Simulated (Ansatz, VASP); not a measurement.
**One calculation of Ir, two programs**

```
CELL_PARAMETERS angstrom
0.00000 1.90609 1.90609
1.90609 0.00000 1.90609
1.90609 1.90609 0.00000
ATOMIC_POSITIONS crystal
Ir 0.00000 0.00000 0.00000
```

Alike in both runs: task single point; functional LDA; k mesh 14 × 14 × 14; occupations fermi-dirac, width 0.1 eV; no spin polarisation.

|  | VASP | Ansatz |
| --- | --- | --- |
| version | VASP 6.6.1 | Ansatz 0.2.0 |
| potentials or method | VASP PAW LDA potentials, release 64 (Ir_sv_GW), cutoff 560 eV | plane waves (500 eV) with PAW, scalar-relativistic |
| valence electrons in the cell | 17 | 17 |

|  | VASP | Ansatz | Ansatz less VASP |
| --- | --- | --- | --- |
| pressure (GPa) | -0.3 | 0.0 | +0.33 |

Ansatz warns that its potentials were made for another functional, while VASP's fit it. LDA's correlation is that of Perdew and Zunger in VASP and of Perdew and Wang (1992) in Ansatz.

Neither program's run includes spin-orbit coupling.
